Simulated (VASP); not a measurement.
# BaTe (P-6m2) in VASP: further runs

Runs on BaTe. Level: PBE. Tasks: single point.

Program: VASP 6.6.1. These are calculated values, not measurements. Logs are shortened: lines on timing, memory, paths and dates and some standing lists are left out, and cuts for length are marked.

## 1. The cell of the first run

It takes space group P-6m2 (No. 187, hexagonal). Conventional cell: a = 4.861 Å, b = 4.861 Å, c = 4.440 Å, α = 90.00°, β = 90.00°, γ = 120.00°. Ba (site symmetry -6m2) has 6 Te at 3.58 Å and 2 Ba at 4.44 Å within 4.7 Å. Te (site symmetry -6m2) has 6 Ba at 3.58 Å and 2 Te at 4.44 Å within 4.7 Å.

## 2. Single point, PBE (volume scaled by 1.03, then relaxed in part)

File INCAR:

```
ALGO     = Normal         # electronic algorithm
EDIFF    = 1E-7           # SCF threshold, eV
ENCUT    = 520            # plane-wave cutoff, eV
GGA      = PE             # functional
ISIF     = 2              # what is computed and relaxed
ISMEAR   = 0              # smearing method
LASPH    = True           # aspherical terms in the spheres
LCHARG   = True           # write CHGCAR
LELF     = True           # ELF
LREAL    = False          # projectors in reciprocal space
LVHAR    = True         
LWAVE    = False          # write WAVECAR
NBANDS   = 15             # bands
NELM     = 100            # most SCF steps
PREC     = Accurate       # precision mode
SIGMA    = 0.02           # smearing width, eV
```

File KPOINTS:

```
k-points
0
Gamma
  9 9 6
```

File POSCAR:

```
BaTe
1.0
    4.8611328016      0.0000000000      0.0000000000
   -2.4305664008      4.2098644974      0.0000000000
    0.0000000000      0.0000000000      4.4403940743
Ba Te
1 1
Direct
    0.3333333333      0.6666666667      0.5000000000
    0.0000000000      0.0000000000      0.0000000000
```

Potentials or basis: VASP PAW PBE potentials, release 64 (Ba_sv, Te).

Command:

```bash
cat potpaw_PBE.64/Ba_sv/POTCAR potpaw_PBE.64/Te/POTCAR > POTCAR
mpirun -np 1 vasp_std > vasp.out
```

OUTCAR:

```text
EDIFF = 1E-7
   ENCUT = 520
   GGA = PE
   ISIF = 2
   ISMEAR = 0
   LASPH = True
   LREAL = False
   NELM = 100
   PREC = Accurate

 ion  position               nearest neighbor table
   1  0.333  0.667  0.500-   2 3.58   2 3.58   2 3.58   2 3.58   2 3.58   2 3.58
   2  0.000  0.000  0.000-   1 3.58   1 3.58   1 3.58   1 3.58   1 3.58   1 3.58

  LATTYP: Found a hexagonal cell.
 ALAT       =     4.8611328016
 C/A-ratio  =     0.9134484194

  Lattice vectors:

 A1 = (   4.8611328016,   0.0000000000,   0.0000000000)
 A2 = (  -2.4305664008,   4.2098644974,   0.0000000000)
 A3 = (   0.0000000000,   0.0000000000,   4.4403940743)

Analysis of symmetry for initial positions (statically):
=====================================================================
 Subroutine PRICEL returns:
 Original cell was already a primitive cell.

 Routine SETGRP: Setting up the symmetry group for a
 hexagonal supercell.

 Subroutine GETGRP returns: Found 12 space group operations
 (whereof 12 operations were pure point group operations)
 out of a pool of 24 trial point group operations.

The static configuration has the point symmetry D_3h.

Analysis of symmetry for dynamics (positions and initial velocities):
=====================================================================
 Subroutine PRICEL returns:
 Original cell was already a primitive cell.

 Routine SETGRP: Setting up the symmetry group for a
 hexagonal supercell.

 Subroutine GETGRP returns: Found 12 space group operations
 (whereof 12 operations were pure point group operations)
 out of a pool of 24 trial point group operations.

The dynamic configuration has the point symmetry D_3h.

 Subroutine INISYM returns: Found 12 space group operations
 (whereof 12 operations are pure point group operations),
 and found     1 'primitive' translations

----------------------------------------------------------------------------------------

                                     Primitive cell

  volume of cell :      90.8714

  direct lattice vectors                    reciprocal lattice vectors
     4.861132802  0.000000000  0.000000000     0.205713368  0.118768668  0.000000000
    -2.430566401  4.209864497  0.000000000     0.000000000  0.237537337  0.000000000
     0.000000000  0.000000000  4.440394074     0.000000000  0.000000000  0.225205237

  length of vectors
     4.861132802  4.861132802  4.440394074     0.237537337  0.237537337  0.225205237

  position of ions in fractional coordinates (direct lattice)
     0.333333333  0.666666667  0.500000000
     0.000000000  0.000000000  0.000000000

  ion indices of the primitive-cell ions
   primitive index   ion index
                 1           1
                 2           2

----------------------------------------------------------------------------------------

 KPOINTS: k-points

Automatic generation of k-mesh.
 Grid dimensions read from file:
 generate k-points for:    9    9    6

 Generating k-lattice:

  Cartesian coordinates                     Fractional coordinates (reciprocal lattice)
     0.022857041  0.013196519  0.000000000     0.111111111  0.000000000  0.000000000
     0.000000000  0.026393037  0.000000000     0.000000000  0.111111111  0.000000000
     0.000000000  0.000000000  0.037534206     0.000000000  0.000000000  0.166666667

  Length of vectors
     0.026393037  0.026393037  0.037534206

  Shift w.r.t. Gamma in fractional coordinates (k-lattice)
     0.000000000  0.000000000  0.000000000

 Subroutine IBZKPT returns following result:
 ===========================================

 Found     48 irreducible k-points:

 Following reciprocal coordinates:
            Coordinates               Weight
  0.000000  0.000000  0.000000      1.000000
  0.111111  0.000000  0.000000      6.000000
  0.222222  0.000000  0.000000      6.000000
  0.333333  0.000000  0.000000      6.000000
  0.444444  0.000000  0.000000      6.000000
  0.111111  0.111111  0.000000      6.000000
[... 16 lines left out ...]
  0.333333  0.222222  0.166667     24.000000
  0.333333  0.333333  0.166667      4.000000
 [... further k-points ...]
   k-points           NKPTS =     48   k-points in BZ     NKDIM =     48   number of bands    NBANDS=     15
   number of dos      NEDOS =    301   number of ions     NIONS =      2
   total plane-waves  NPLWV =  46656
   dimension x,y,z NGX =    36 NGY =   36 NGZ =   36
   dimension x,y,z NGXF=    72 NGYF=   72 NGZF=   72
   ions per type =               1   1
   NGX,Y,Z   is equivalent  to a cutoff of  12.31, 12.31, 13.48 a.u.
   NGXF,Y,Z  is equivalent  to a cutoff of  24.62, 24.62, 26.96 a.u.
 SYSTEM =  unknown system
   PREC   = accura    normal or accurate (medium, high low for compatibility)
   ISTART =      0    job   : 0-new  1-cont  2-samecut
   ICHARG =      2    charge: 1-file 2-atom 10-const
   ISPIN  =      1    spin polarized calculation?
   LNONCOLLINEAR =      F non collinear calculations
   LSORBIT =      F    spin-orbit coupling
   LASPH  =      T    aspherical Exc in radial PAW
   ENCUT  =  520.0 eV  38.22 Ry    6.18 a.u.   9.04  9.04  8.26*2*pi/ulx,y,z
   NELM   =    100;   NELMIN=  2; NELMDL= -5     # of ELM steps
   EDIFF  = 0.1E-06   stopping-criterion for ELM
   LREAL  =      F    real-space projection
   EDIFFG = 0.1E-05   stopping-criterion for IOM
   NSW    =      0    number of steps for IOM
   IBRION =     -1    ionic relax: 0-MD 1-quasi-New 2-CG
   NFREE  =      0    steps in history (QN), initial steepest desc. (CG)
   ISIF   =      2    stress and relaxation
   ISYM   =      2    0-nonsym 1-usesym 2-fastsym
   POTIM  = 0.5000    time-step for ionic-motion
   TEBEG  =    0.0;   TEEND  =   0.0 temperature during run
   PSTRESS=    0.0 pullay stress
   NELECT =      16.0000    total number of electrons
   NUPDOWN=      -1.0000    fix difference up-down
   EMIN   =  10.00;   EMAX   =-10.00  energy-range for DOS
   EFERMI =   0.00;   METHOD = LEGACY
   ISMEAR =     0;   SIGMA  =   0.02  broadening in eV -4-tet -1-fermi 0-gaus
   EFERMI_NEDOS =   21; number of points for ismear=-14 and -15
   IALGO  =     38    algorithm
   IMIX   =      4    mixing-type and parameters
     AMIX     =   0.40;   BMIX     =  1.00
     AMIX_MAG =   1.60;   BMIX_MAG =  1.00
  volume/ion in A,a.u.               =      45.44       306.62
  Fermi-wavevector in a.u.,A,eV,Ry     =   0.917570  1.733956 11.455213  0.841934
  Thomas-Fermi vector in A             =   2.042554
   LORBIT       =      0    0 simple, 1 ext, 2 COOP (PROOUT), +10 PAW based schemes
   GGA     = PE    functional components
   LHFCALC =     F    Hartree Fock is set to
   AEXX    =    0.0000 exact exchange contribution
   IVDW    =     0    specifies the selected vdW correction
   LEPSILON=     F    determine dielectric tensor
   LRPA    =     F    only Hartree local field effects (RPA)
 non-spin polarized calculation
 Gauss-broadening in eV      SIGMA  =   0.02
  energy-cutoff  :      520.00
  volume of cell :       90.87
 maximum number of plane-waves:      2470
   NGX = 19   NGY = 19   NGZ = 17

 number of electron      16.0000000 magnetization

 Free energy of the ion-electron system (eV)
  ---------------------------------------------------
  ext. energy  EPLUGINS =         0.00000000
  ---------------------------------------------------
  free energy    TOTEN  =        -8.39003691 eV

  energy without entropy =       -8.39003691  energy(sigma->0) =       -8.39003691

 E-fermi :   2.3534     XC(G=0):  -7.9750

 val. band max:        2.2562541291   @ k =   0.0000   0.0000   0.0000
 cond. band min:       3.7687883726   @ k =   0.0000   0.0000   0.0000
 fundamental gap:      1.5125342436
 Fermi energy:         2.3533594592

 k-point     1 :       0.0000    0.0000    0.0000
  band No.  band energies     occupation
      1     -25.3165      2.00000
      2     -10.4676      2.00000
      3     -10.4676      2.00000
      4     -10.3691      2.00000
      5      -7.4271      2.00000
      6       1.5492      2.00000
      7       1.5492      2.00000
      8       2.2563      2.00000
      9       3.7688      0.00000
     10       4.5581      0.00000
     11       6.7143      0.00000
     12       6.7143      0.00000
     13       6.9109      0.00000
     14       6.9109      0.00000
     15       9.1048      0.00000

 k-point     2 :       0.1111    0.0000    0.0000
  band No.  band energies     occupation
      1     -25.3153      2.00000
      2     -10.5056      2.00000
      3     -10.4732      2.00000
      4     -10.3653      2.00000
      5      -7.3692      2.00000
      6       1.2761      2.00000
      7       1.5740      2.00000
      8       2.1867      2.00000
      9       3.8670      0.00000
     10       4.9799      0.00000
     11       6.3769      0.00000
     12       6.7188      0.00000
     13       6.8545      0.00000
     14       7.0203      0.00000
     15       9.2359      0.00000

 k-point     3 :       0.2222    0.0000    0.0000
  band No.  band energies     occupation
      1     -25.3123      2.00000
      2     -10.5969      2.00000
      3     -10.4874      2.00000
      4     -10.3557      2.00000
      5      -7.2263      2.00000
      6       0.7677      2.00000
      7       1.6331      2.00000
      8       2.0242      2.00000
      9       4.0650      0.00000
     10       5.6620      0.00000
     11       6.1330      0.00000
     12       6.7220      0.00000
     13       6.7878      0.00000
     14       7.2391      0.00000
     15       9.3543      0.00000

 k-point     4 :       0.3333    0.0000    0.0000
  band No.  band energies     occupation
      1     -25.3088      2.00000
      2     -10.6933      2.00000
      3     -10.5034      2.00000
      4     -10.3448      2.00000
      5      -7.0689      2.00000
      6       0.3416      2.00000
      7       1.6932      2.00000
      8       1.8582      2.00000
      9       4.0711      0.00000
     10       5.8909      0.00000
     11       6.5858      0.00000
     12       6.7653      0.00000
     13       6.9757      0.00000
     14       7.3708      0.00000
     15       9.6818      0.00000
[... 307 lines left out ...]
 k-point    22 :       0.2222    0.2222    0.1667
  band No.  band energies     occupation
      1     -25.3035      2.00000
      2     -10.6760      2.00000
      3     -10.5292      2.00000
      4     -10.4197      2.00000
      5      -6.9934      2.00000
      6       0.5138      2.00000
      7       1.1476      2.00000
      8       1.5016      2.00000
      9       4.6881      0.00000
     10       5.6648      0.00000
     11       6.5684      0.00000
     12       6.6927      0.00000
     13       7.6557      0.00000
     14       8.4389      0.00000
     15       9.0934      0.00000

 k-point    23 :       0.3333    0.2222    0.1667
  band No.  band energies     occupation
      1     -25.3018      2.00000
      2     -10.6988      2.00000
      3     -10.5548      2.00000
      4     -10.4096      2.00000
      5      -6.9458      2.00000
      6       0.4652      2.00000
      7       1.0744      2.00000
      8       1.3778      2.00000
      9       4.7938      0.00000
     10       5.8996      0.00000
     11       6.4622      0.00000
     12       6.7772      0.00000
     13       7.5721      0.00000
     14       8.8749      0.00000
     15       9.4117      0.00000

 k-point    24 :       0.3333    0.3333    0.1667
  band No.  band energies     occupation
      1     -25.3012      2.00000
      2     -10.6920      2.00000
      3     -10.5792      2.00000
      4     -10.4060      2.00000
      5      -6.9287      2.00000
      6       0.6577      2.00000
      7       0.8066      2.00000
      8       1.3331      2.00000
      9       5.0097      0.00000
     10       5.8691      0.00000
     11       6.4014      0.00000
     12       6.5646      0.00000
     13       7.8983      0.00000
     14       8.7788      0.00000
     15      10.1975      0.00000

 [... further k-points ...]

------------------------ aborting loop because EDIFF is reached ----------------------------------------

  FORCE on cell =-STRESS in cart. coord.  units (eV):
  Direction    XX          YY          ZZ          XY          YZ          ZX
  --------------------------------------------------------------------------------------
  -------------------------------------------------------------------------------------
  Total       -0.2561638     -0.2561638     -0.2238108      0.0000000     -0.0000000      0.0000000
  in kB       -4.5164919     -4.5164919     -3.9460680      0.0000000     -0.0000000      0.0000000
  external PRESSURE =      -4.3263506 kB  Pullay stress =       0.0000000 kB

 VOLUME and BASIS-vectors are now :
 -----------------------------------------------------------------------------
  energy-cutoff  :      520.00
  volume of cell :       90.87
      direct lattice vectors                 reciprocal lattice vectors
     4.861132802  0.000000000  0.000000000     0.205713368  0.118768668  0.000000000
    -2.430566401  4.209864497  0.000000000     0.000000000  0.237537337  0.000000000
     0.000000000  0.000000000  4.440394074     0.000000000  0.000000000  0.225205237

 POSITION                                       TOTAL-FORCE (eV/Angst)
 -----------------------------------------------------------------------------------
     -0.00000      2.80658      2.22020        -0.000000      0.000000      0.000000
      0.00000      0.00000      0.00000         0.000000      0.000000      0.000000
 -----------------------------------------------------------------------------------
    total drift:                                0.000000     -0.000000     -0.000000

  FREE ENERGIE OF THE ION-ELECTRON SYSTEM (eV)
  ---------------------------------------------------
  free  energy   TOTEN  =        -8.3900369102 eV

  energy  without entropy=       -8.3900369102  energy(sigma->0) =       -8.39003691
```

It took 42 s on 1 thread of Intel Xeon Platinum 8488C (Sapphire Rapids), shared host; peak memory 0.25 GiB.

What came out:

* Free energy: -8.3900 eV
* Pressure: -0.4 GPa
* Band gap on the k mesh: 1.51 eV, direct

Levels at points of the mesh, in eV from the valence-band top:
| k point | band 4 | band 5 | band 6 | band 7 | band 8 | band 9 | band 10 | band 11 | band 12 | band 13 |
| --- | --- | --- | --- | --- | --- | --- | --- | --- | --- | --- |
| (0.00, 0.00, 0.00) | -12.63 | -9.68 | -0.71 | -0.71 | 0.00 | 1.51 | 2.30 | 4.46 | 4.46 | 4.65 |
| (0.00, 0.00, 0.50) | -12.69 | -9.03 | -2.54 | -0.49 | -0.49 | 2.93 | 2.93 | 3.74 | 3.74 | 4.49 |

Caveat: spin-orbit coupling is left out, which moves the levels of the heavy elements. A k mesh can miss the band edges.

(Part 1 of 2 ends here.)
